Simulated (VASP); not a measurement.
Input of a VASP 6.6.1 run:

The input INCAR:

```
SYSTEM = Co
PREC     = Accurate       ! precision mode
ENCUT    = 520            ! plane-wave cutoff, eV
EDIFF    = 1E-6           ! SCF threshold, eV
ISMEAR   = -1             ! smearing method
SIGMA    = 0.05           ! smearing width, eV
LREAL    = .FALSE.        ! projectors in reciprocal space
LASPH    = .TRUE.         ! aspherical terms in the spheres
NELM     = 150            ! most SCF steps
ALGO     = Normal         ! electronic algorithm
ISIF     = 2              ! what is computed and relaxed
LWAVE    = .FALSE.        ! write WAVECAR
LCHARG   = .FALSE.        ! write CHGCAR
ISPIN    = 2              ! spin polarisation
MAGMOM   = 1.7            ! initial moments
LORBIT   = 11             ! projections on sites
LMAXMIX  = 4              ! l up to which the mixer works
GGA      = PE             ! functional
NBANDS   = 14             ! bands
```

The input KPOINTS:

```
Automatic mesh
0
G
  16 16 16
  0 0 0
```

The input POSCAR:

```
Co
1.0
   -1.4058358675      1.4058358675      1.4058358675
    1.4058358675     -1.4058358675      1.4058358675
    1.4058358675      1.4058358675     -1.4058358675
Co
1
Direct
    0.0000000000      0.0000000000      0.0000000000
```

Potentials or basis: VASP PAW PBE potentials, release 64 (Co).

Command:

```bash
$ cat potpaw_PBE.64/Co/POTCAR > POTCAR
$ mpirun -np 1 vasp_std > vasp.out
```

Task: Predict the net moment.

Result: 1.75 μB per cell.

Task: Estimate the pressure.

Result: -0.9 GPa.

Task: Estimate the site moments.

Result: Co +1.77 μB.
